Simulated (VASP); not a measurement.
# TaN (P-6m2) in VASP: a series of runs

TaN is run at these levels: LDA; tasks: single point.

Everything below comes from runs of VASP 6.6.1. Logs are shortened: lines on timing, memory, paths and dates and some standing lists are left out, and cuts for length are marked.

## (1) The cell of the first run

It takes space group P-6m2 (No. 187, hexagonal). Conventional cell: a = 2.938 Å, b = 2.938 Å, c = 2.825 Å, α = 90.00°, β = 90.00°, γ = 120.00°. Within 2.9 Å of Ta (site symmetry -6m2) lie 6 N at 2.21 Å and 2 Ta at 2.83 Å. N (site symmetry -6m2) has 6 Ta at 2.21 Å and 2 N at 2.83 Å within 2.9 Å.

## (2) Single point, LDA (zz strain of -2 %)

Input file INCAR:

```
ALGO = Normal
EDIFF = 1E-6
ENCUT = 520
ISIF = 2
ISMEAR = -1
LASPH = True
LCHARG = True
LELF = True
LREAL = False
LVHAR = True
LWAVE = False
NBANDS = 15
NELM = 100
PREC = Accurate
SIGMA = 0.02
```

Input file KPOINTS:

```
k-points
0
Gamma
  12 12 10
```

Input file POSCAR:

```
TaN
1.0
    2.9379988584      0.0000000000      0.0000000000
   -1.4689994292      2.5443816477      0.0000000000
    0.0000000000      0.0000000000      2.8253400000
Ta N
1 1
Direct
    0.3333333333      0.6666666667      0.5000000000
    0.0000000000      0.0000000000      0.0000000000
```

Potentials or basis: VASP PAW LDA potentials, release 64 (Ta_pv, N).

Launch:

```
cat potpaw_LDA.64/Ta_pv/POTCAR potpaw_LDA.64/N/POTCAR > POTCAR
mpirun -np 1 vasp_std > vasp.out
```

OUTCAR:

```text
EDIFF = 1E-6
   ENCUT = 520
   ISIF = 2
   ISMEAR = -1
   LASPH = True
   LREAL = False
   NELM = 100
   PREC = Accurate

 ion  position               nearest neighbor table
   1  0.333  0.667  0.500-   2 2.21   2 2.21   2 2.21   2 2.21   2 2.21   2 2.21
   2  0.000  0.000  0.000-   1 2.21   1 2.21   1 2.21   1 2.21   1 2.21   1 2.21

  LATTYP: Found a hexagonal cell.
 ALAT       =     2.9379988584
 C/A-ratio  =     0.9616545602

  Lattice vectors:

 A1 = (   2.9379988584,   0.0000000000,   0.0000000000)
 A2 = (  -1.4689994292,   2.5443816477,   0.0000000000)
 A3 = (   0.0000000000,   0.0000000000,   2.8253400000)

Analysis of symmetry for initial positions (statically):
=====================================================================
 Subroutine PRICEL returns:
 Original cell was already a primitive cell.

 Routine SETGRP: Setting up the symmetry group for a
 hexagonal supercell.

 Subroutine GETGRP returns: Found 12 space group operations
 (whereof 12 operations were pure point group operations)
 out of a pool of 24 trial point group operations.

The static configuration has the point symmetry D_3h.

Analysis of symmetry for dynamics (positions and initial velocities):
=====================================================================
 Subroutine PRICEL returns:
 Original cell was already a primitive cell.

 Routine SETGRP: Setting up the symmetry group for a
 hexagonal supercell.

 Subroutine GETGRP returns: Found 12 space group operations
 (whereof 12 operations were pure point group operations)
 out of a pool of 24 trial point group operations.

The dynamic configuration has the point symmetry D_3h.

 Subroutine INISYM returns: Found 12 space group operations
 (whereof 12 operations are pure point group operations),
 and found     1 'primitive' translations

----------------------------------------------------------------------------------------

                                     Primitive cell

  volume of cell :      21.1205

  direct lattice vectors                    reciprocal lattice vectors
     2.937998858  0.000000000  0.000000000     0.340367729  0.196511400  0.000000000
    -1.468999429  2.544381648  0.000000000     0.000000000  0.393022800  0.000000000
     0.000000000  0.000000000  2.825340000     0.000000000  0.000000000  0.353939703

  length of vectors
     2.937998858  2.937998858  2.825340000     0.393022800  0.393022800  0.353939703

  position of ions in fractional coordinates (direct lattice)
     0.333333333  0.666666667  0.500000000
     0.000000000  0.000000000  0.000000000

  ion indices of the primitive-cell ions
   primitive index   ion index
                 1           1
                 2           2

----------------------------------------------------------------------------------------

 KPOINTS: k-points

Automatic generation of k-mesh.
 Grid dimensions read from file:
 generate k-points for:   12   12   10

 Generating k-lattice:

  Cartesian coordinates                     Fractional coordinates (reciprocal lattice)
     0.028363977  0.016375950  0.000000000     0.083333333  0.000000000  0.000000000
     0.000000000  0.032751900  0.000000000     0.000000000  0.083333333  0.000000000
     0.000000000  0.000000000  0.035393970     0.000000000  0.000000000  0.100000000

  Length of vectors
     0.032751900  0.032751900  0.035393970

  Shift w.r.t. Gamma in fractional coordinates (k-lattice)
     0.000000000  0.000000000  0.000000000

 Subroutine IBZKPT returns following result:
 ===========================================

 Found    114 irreducible k-points:

 Following reciprocal coordinates:
            Coordinates               Weight
  0.000000  0.000000  0.000000      1.000000
  0.083333  0.000000  0.000000      6.000000
  0.166667  0.000000  0.000000      6.000000
  0.250000  0.000000  0.000000      6.000000
  0.333333  0.000000  0.000000      6.000000
  0.416667  0.000000  0.000000      6.000000
[... 16 lines left out ...]
  0.250000  0.000000  0.100000     12.000000
  0.333333  0.000000  0.100000     12.000000
 [... further k-points ...]
   k-points           NKPTS =    114   k-points in BZ     NKDIM =    114   number of bands    NBANDS=     15
   number of dos      NEDOS =    301   number of ions     NIONS =      2
   total plane-waves  NPLWV =  13824
   dimension x,y,z NGX =    24 NGY =   24 NGZ =   24
   dimension x,y,z NGXF=    48 NGYF=   48 NGZF=   48
   ions per type =               1   1
   NGX,Y,Z   is equivalent  to a cutoff of  13.58, 13.58, 14.12 a.u.
   NGXF,Y,Z  is equivalent  to a cutoff of  27.16, 27.16, 28.24 a.u.
 SYSTEM =  unknown system
   PREC   = accura    normal or accurate (medium, high low for compatibility)
   ISTART =      0    job   : 0-new  1-cont  2-samecut
   ICHARG =      2    charge: 1-file 2-atom 10-const
   ISPIN  =      1    spin polarized calculation?
   LNONCOLLINEAR =      F non collinear calculations
   LSORBIT =      F    spin-orbit coupling
   LASPH  =      T    aspherical Exc in radial PAW
   ENCUT  =  520.0 eV  38.22 Ry    6.18 a.u.   5.46  5.46  5.25*2*pi/ulx,y,z
   NELM   =    100;   NELMIN=  2; NELMDL= -5     # of ELM steps
   EDIFF  = 0.1E-05   stopping-criterion for ELM
   LREAL  =      F    real-space projection
   EDIFFG = 0.1E-04   stopping-criterion for IOM
   NSW    =      0    number of steps for IOM
   IBRION =     -1    ionic relax: 0-MD 1-quasi-New 2-CG
   NFREE  =      0    steps in history (QN), initial steepest desc. (CG)
   ISIF   =      2    stress and relaxation
   ISYM   =      2    0-nonsym 1-usesym 2-fastsym
   POTIM  = 0.5000    time-step for ionic-motion
   TEBEG  =    0.0;   TEEND  =   0.0 temperature during run
   PSTRESS=    0.0 pullay stress
   NELECT =      16.0000    total number of electrons
   NUPDOWN=      -1.0000    fix difference up-down
   EMIN   =  10.00;   EMAX   =-10.00  energy-range for DOS
   EFERMI =   0.00;   METHOD = LEGACY
   ISMEAR =    -1;   SIGMA  =   0.02  broadening in eV -4-tet -1-fermi 0-gaus
   EFERMI_NEDOS =   21; number of points for ismear=-14 and -15
   IALGO  =     38    algorithm
   IMIX   =      4    mixing-type and parameters
     AMIX     =   0.40;   BMIX     =  1.00
     AMIX_MAG =   1.60;   BMIX_MAG =  1.00
  volume/ion in A,a.u.               =      10.56        71.26
  Fermi-wavevector in a.u.,A,eV,Ry     =   1.492382  2.820193 30.302945  2.227204
  Thomas-Fermi vector in A             =   2.604917
   LORBIT       =      0    0 simple, 1 ext, 2 COOP (PROOUT), +10 PAW based schemes
   GGA     = CA    functional components
   LHFCALC =     F    Hartree Fock is set to
   AEXX    =    0.0000 exact exchange contribution
   IVDW    =     0    specifies the selected vdW correction
   LEPSILON=     F    determine dielectric tensor
   LRPA    =     F    only Hartree local field effects (RPA)
 non-spin polarized calculation
  energy-cutoff  :      520.00
  volume of cell :       21.12
 maximum number of plane-waves:       599
 NGX is ok and might be reduce to    24
   NGX = 11   NGY = 11   NGZ = 11

 number of electron      16.0000002 magnetization

 Free energy of the ion-electron system (eV)
  ---------------------------------------------------
  ext. energy  EPLUGINS =         0.00000000
  ---------------------------------------------------
  free energy    TOTEN  =       -24.70646248 eV

  energy without entropy =      -24.70637937  energy(sigma->0) =      -24.70642093

 E-fermi :   8.4085     XC(G=0): -13.6876

 val. band max:        8.2891809110   @ k =   0.0000   0.0000   0.4000
 cond. band min:       8.4221566200   @ k =   0.3333   0.3333   0.0000
 fundamental gap:      0.1329757089
 Fermi energy:         8.4085481119

 k-point     1 :       0.0000    0.0000    0.0000
  band No.  band energies     occupation
      1     -26.1853      2.00000
      2     -25.9928      2.00000
      3     -25.9928      2.00000
      4      -9.3832      2.00000
      5       3.5342      2.00000
      6       3.5342      2.00000
      7       4.0780      2.00000
      8       5.5604      2.00000
      9      10.6877      0.00000
     10      12.1198      0.00000
     11      12.1198      0.00000
     12      12.4261      0.00000
     13      12.4261      0.00000
     14      20.7999      0.00000
     15      21.7136      0.00000

 k-point     2 :       0.0833    0.0000    0.0000
  band No.  band energies     occupation
      1     -26.1756      2.00000
      2     -26.0713      2.00000
      3     -26.0094      2.00000
      4      -9.2327      2.00000
      5       3.1155      2.00000
      6       3.6493      2.00000
      7       4.2809      2.00000
      8       5.3475      2.00000
      9      11.2145      0.00000
     10      11.8096      0.00000
     11      12.1331      0.00000
     12      12.3535      0.00000
     13      12.6250      0.00000
     14      20.8009      0.00000
     15      21.6501      0.00000

 k-point     3 :       0.1667    0.0000    0.0000
  band No.  band energies     occupation
      1     -26.2806      2.00000
      2     -26.1489      2.00000
      3     -26.0546      2.00000
      4      -8.8186      2.00000
      5       2.2459      2.00000
      6       3.9581      2.00000
      7       4.7208      2.00000
      8       4.8290      2.00000
      9      11.1219      0.00000
     10      12.1613      0.00000
     11      12.2147      0.00000
     12      12.4549      0.00000
     13      13.0658      0.00000
     14      20.8035      0.00000
     15      21.5633      0.00000

 k-point     4 :       0.2500    0.0000    0.0000
  band No.  band energies     occupation
      1     -26.5549      2.00000
      2     -26.1155      2.00000
      3     -26.1122      2.00000
      4      -8.2414      2.00000
      5       1.3357      2.00000
      6       4.2239      2.00000
      7       4.3609      2.00000
      8       5.1318      2.00000
      9      10.6663      0.00000
     10      11.9119      0.00000
     11      12.4532      0.00000
     12      13.4675      0.00000
     13      13.8023      0.00000
     14      20.8084      0.00000
     15      21.6820      0.00000
[... 307 lines left out ...]
 k-point    22 :       0.1667    0.0000    0.1000
  band No.  band energies     occupation
      1     -26.2867      2.00000
      2     -26.2422      2.00000
      3     -26.0443      2.00000
      4      -8.6342      2.00000
      5       2.3564      2.00000
      6       3.7199      2.00000
      7       3.9730      2.00000
      8       5.6689      2.00000
      9      10.8318      0.00000
     10      10.8616      0.00000
     11      12.4238      0.00000
     12      13.3327      0.00000
     13      13.5844      0.00000
     14      20.8006      0.00000
     15      21.4288      0.00000

 k-point    23 :       0.2500    0.0000    0.1000
  band No.  band energies     occupation
      1     -26.5415      2.00000
      2     -26.2186      2.00000
      3     -26.1048      2.00000
      4      -8.1069      2.00000
      5       1.4301      2.00000
      6       3.6424      2.00000
      7       4.2793      2.00000
      8       5.6036      2.00000
      9      10.7634      0.00000
     10      11.0142      0.00000
     11      12.8498      0.00000
     12      13.3874      0.00000
     13      14.6487      0.00000
     14      20.8043      0.00000
     15      21.3969      0.00000

 k-point    24 :       0.3333    0.0000    0.1000
  band No.  band energies     occupation
      1     -26.8005      2.00000
      2     -26.1790      2.00000
      3     -26.1646      2.00000
      4      -7.5676      2.00000
      5       0.6610      2.00000
      6       3.3535      2.00000
      7       4.5274      2.00000
      8       5.5946      2.00000
      9      11.0735      0.00000
     10      11.3345      0.00000
     11      13.0858      0.00000
     12      13.4793      0.00000
     13      15.6786      0.00000
     14      20.8079      0.00000
     15      21.6485      0.00000

 [... further k-points ...]

------------------------ aborting loop because EDIFF is reached ----------------------------------------

  FORCE on cell =-STRESS in cart. coord.  units (eV):
  Direction    XX          YY          ZZ          XY          YZ          ZX
  --------------------------------------------------------------------------------------
  -------------------------------------------------------------------------------------
  Total       -0.8259003     -0.8259003      0.8821981      0.0000000     -0.0000000      0.0000000
  in kB      -62.6518114    -62.6518114     66.9224932      0.0000000     -0.0000000      0.0000000
  external PRESSURE =     -19.4603765 kB  Pullay stress =       0.0000000 kB

 VOLUME and BASIS-vectors are now :
 -----------------------------------------------------------------------------
  energy-cutoff  :      520.00
  volume of cell :       21.12
      direct lattice vectors                 reciprocal lattice vectors
     2.937998858  0.000000000  0.000000000     0.340367729  0.196511400  0.000000000
    -1.468999429  2.544381648  0.000000000     0.000000000  0.393022800  0.000000000
     0.000000000  0.000000000  2.825340000     0.000000000  0.000000000  0.353939703

 POSITION                                       TOTAL-FORCE (eV/Angst)
 -----------------------------------------------------------------------------------
     -0.00000      1.69625      1.41267        -0.000000      0.000000      0.000000
      0.00000      0.00000      0.00000         0.000000      0.000000      0.000000
 -----------------------------------------------------------------------------------
    total drift:                                0.000000     -0.000000     -0.000000

  FREE ENERGIE OF THE ION-ELECTRON SYSTEM (eV)
  ---------------------------------------------------
  free  energy   TOTEN  =       -24.7064624825 eV

  energy  without entropy=      -24.7063793701  energy(sigma->0) =      -24.70642093
```

It used 54 s of CPU time on 1 thread of Intel Xeon 8259CL, on a shared host.

Results:

* Free energy: -24.7065 eV
* Pressure: -1.9 GPa
* Band gap on the k mesh: zero (band 8 reaches 8.68 eV, above the bottom of band 9 at 8.23 eV)

Stress tensor (GPa, compression positive):
```
-6.27  0.00  0.00
 0.00 -6.27  0.00
 0.00  0.00  6.69
```

Caveat: the cell differs from its parent crystal (zz strain of -2 %); spin-orbit coupling is left out, which moves the levels of the heavy elements.

## (3) Single point, LDA (equal xx and yy strain of -1 %)

Input file INCAR:

```
SYSTEM = TaN
  PREC = Accurate
  ENCUT = 520
  EDIFF = 1E-7
  ISMEAR = -1
  SIGMA = 0.02
  LREAL = .False.
  LASPH = .True.
  NELM = 100
  ALGO = Normal
  ISIF = 2
  LWAVE = .False.
  LCHARG = .False.
  GGA = CA
  NBANDS = 15
```

Input file KPOINTS:

```
Automatic mesh
0
Gamma
  12 12 10
  0 0 0
```

Input file POSCAR:

```
TaN
1.0
    2.9086188698      0.0000000000      0.0000000000
   -1.4543094349      2.5189378312      0.0000000000
    0.0000000000      0.0000000000      2.8830000000
Ta N
1 1
Direct
    0.3333333333      0.6666666667      0.5000000000
    0.0000000000      0.0000000000      0.0000000000
```

Potentials or basis: VASP PAW LDA potentials, release 64 (Ta_pv, N).

Launch:

```
cat potpaw_LDA.64/Ta_pv/POTCAR potpaw_LDA.64/N/POTCAR > POTCAR
mpirun -np 1 vasp_std > vasp.out
```

It used 54 s of CPU time on 1 thread of Intel Xeon 8259CL, with other jobs on the host.

It converged, with:

```yaml
Free_energy: -24.7140 eV
Pressure: -3.0 GPa
Band_gap_on_the_k_mesh: zero (band 8 reaches 8.70 eV, above the bottom of band 9 at 8.19 eV)
```

Stress tensor (GPa, compression positive):
```
-0.58  0.00  0.00
 0.00 -0.58  0.00
 0.00  0.00 -7.74
```

Levels at points of the mesh, in eV from the Fermi level:
```csv
k point,band 6,band 7,band 8,band 9,band 10,band 11
"(0.00, 0.00, 0.00)",-4.64,-4.40,-3.04,2.52,3.53,3.53
"(0.50, 0.00, 0.00)",-5.46,-3.65,-3.20,2.89,4.16,5.16
"(0.00, 0.00, 0.50)",-3.80,-3.80,-0.22,-0.22,2.26,3.32
"(0.50, 0.00, 0.50)",-6.31,-5.81,-0.36,4.25,5.46,6.06
```

Caveat: the cell differs from its parent crystal (equal xx and yy strain of -1 %); spin-orbit coupling is left out, which moves the levels of the heavy elements.

[end of part 1 of 2]
